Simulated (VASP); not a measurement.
Zr, 5 atoms in the cell. Symmetry: Cmmm, No. 65, orthorhombic system. The conventional cell has a = 5.450 Å, b = 8.134 Å, c = 6.160 Å, α = 90.00°, β = 90.00°, γ = 90.00°. Zr (site symmetry 2) has 6 Zr at 2.72 to 3.08 Å within 3.6 Å. Zr (site symmetry mmm) has 8 Zr at 2.89 Å within 3.8 Å. 

```yaml
Program: VASP 6.6.1
Task: single point
Functional: PBE
Potentials_or_basis: VASP PAW PBE potentials, release 64 (Zr_sv)
Cutoff: 520 eV
k_mesh: 4 × 4 × 4
Occupations: gaussian, width 0.1 eV
Spin: no spin polarisation
Dipole_correction: no
Further_INCAR_settings: ALGO = Fast; EDIFF = 1e-07; NBANDS = 38
```

Potentials or basis: VASP PAW PBE potentials, release 64 (Zr_sv).

The run is started by

```bash
$ cat potpaw_PBE.64/Zr_sv/POTCAR > POTCAR
$ mpirun -np 1 vasp_std > vasp.out
```

Hardware: 1 thread of AMD EPYC 9R14 (Zen 4), on a shared host.

Q: How long does it take, and how much memory?

A: Wall time 4.2 min on 1 thread of AMD EPYC 9R14 (Zen 4), on a shared host, peak memory 0.24 GiB. Counts: scf iterations 30, k points 21.
